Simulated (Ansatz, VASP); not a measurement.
# ZnO: VASP beside Ansatz

INCAR

```
SYSTEM = ZnO
  ALGO = Normal
  EDIFF = 1E-7
  ENCUT = 520
  GGA = PE
  ISIF = 2
  ISMEAR = 0
  LASPH = .TRUE.
  LCHARG = .FALSE.
  LREAL = .FALSE.
  LWAVE = .FALSE.
  NBANDS = 16
  NELM = 100
  PREC = Accurate
  SIGMA = 0.1
```

File KPOINTS:

```
k-points
0
G
  6 6 6
  0 0 0
```

Contents of POSCAR:

```
ZnO
1.0
    2.2108579900     -2.5057941000      0.0000000000
    2.2108579900      2.5057941000      0.0000000000
    0.0000000000      0.0000000000      2.5682036700
Zn O
1 1
Direct
    0.0000000000      0.0000000000      0.5000000000
    0.5000000000      0.5000000000      0.5000000000
```

Input for Ansatz:

```yaml
crystal:
  lattice:
    - [2.21085799, -2.5057941, 0.0]
    - [2.21085799, 2.5057941, 0.0]
    - [0.0, 0.0, 2.56820367]
  atoms:
    - { symbol: Zn, position: [0.0, 0.0, 0.5] }
    - { symbol: O, position: [0.5, 0.5, 0.5] }
basis:
  ecutwfc: 420
kpoints:
  mp_grid: { grid: [6, 6, 6] }
hamiltonian:
  xc: pbe
scf:
  occupations: { method: gaussian, width: 0.1 }
  lower_state_search: "off"
output:
  forces: true
  stress: true
  eigenvalues: true
```

Alike in both runs: task single point; functional PBE; k mesh 6 × 6 × 6; occupations gaussian, width 0.1 eV; no spin polarisation.

|  | VASP | Ansatz |
| --- | --- | --- |
| version | VASP 6.6.1 | Ansatz 0.2.0 |
| potentials or method | VASP PAW PBE potentials, release 64 (Zn, O), cutoff 520 eV | scalar-relativistic, plane waves, PAW |
| valence electrons in the cell | 18 | 18 |

```tsv
	VASP	Ansatz	Ansatz less VASP
gap on the k mesh at the Fermi level (eV)	none	none	-
pressure (GPa)	-15.3	-15.5	-0.18
traceless stress, the component that is largest in VASP (GPa)	27.41	27.69	+0.278
```

A gap of «none» marks a metal or a gap that the smearing closes. The functional is the same, so the differences come from potentials, cutoffs and numerics.

The k mesh is coarse, so the values compare programs but aren't converged.
